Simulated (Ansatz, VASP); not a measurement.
# One calculation of LiF, two programs

```xyz
2
Lattice="0.0000 2.0140 2.0140 2.0140 0.0000 2.0140 2.0140 2.0140 0.0000" Properties=species:S:1:pos:R:3 pbc="T T T"
Li    0.0000    0.0000    0.0000
F     2.0140    2.0140    2.0140
```

Alike in both runs: task relaxation of cell and atoms; functional PBEsol; k mesh 20 × 20 × 20; occupations fermi-dirac, width 0.1 eV; no spin polarisation.

|  | VASP | Ansatz |
| --- | --- | --- |
| version | VASP 6.6.1 | Ansatz 0.2.0 |
| potentials or method | VASP PAW PBE potentials, release 64 (Li_sv, F) | PAW with Ansatz's default frozen-core files, scalar-relativistic |
| plane-wave cutoff (eV) | 600 | 420 |
| valence electrons in the cell | 10 | 10 |

VASP gave:

- gap on the k mesh at the Fermi level, each at its own relaxed structure (eV): 9.12
- relaxed volume (Å³/atom): 7.99
- relaxed length of the cell vector where the two differ most in proportion (Å): 2.827

Question: What did Ansatz give for the same quantities?

Answer: gap on the k mesh at the Fermi level, each at its own relaxed structure (eV): 9.05; relaxed volume (Å³/atom): 8.05; relaxed length of the cell vector where the two differ most in proportion (Å): 2.834.

VASP's potentials were made for PBE, not for PBEsol.

Noted on VASP's run: the cutoff is under 1.25 times that of the potentials, so the pressure is a little rough.
